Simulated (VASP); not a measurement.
Crystal: Os.

```xyz
2
Lattice="2.6971 0.0000 0.0000 -1.3486 2.3358 0.0000 0.0000 0.0000 4.2613" Properties=species:S:1:pos:R:3 pbc="T T T"
Os    1.3486    0.7786    3.1960
Os    0.0000    1.5572    1.0653
```

Base run:

* Program: VASP 6.6.1
* Functional: PBEsol
* Potentials or basis: VASP PAW PBE potentials, release 64 (Os)
* Cutoff: 520 eV
* k mesh: 11 × 11 × 6
* Occupations: fermi-dirac, width 0.05 eV
* Spin: no spin polarisation

Its results: band gap on the k mesh zero (band 8 reaches 12.20 eV, above the bottom of band 9 at 8.04 eV); pressure 17.2 GPa.

The run is repeated on the same cell with these changes: functional from PBEsol to RPBE. What comes out?

Band gap on the k mesh zero (band 8 reaches 12.43 eV, above the bottom of band 9 at 8.28 eV); pressure 33.1 GPa.

RPBE binds less tightly than PBEsol, so the same cell stands under more pressure.

Caveats: the PAW data sets were made with another functional, which shifts forces and pressure a little; spin-orbit coupling is left out, which moves the levels of the heavy elements.
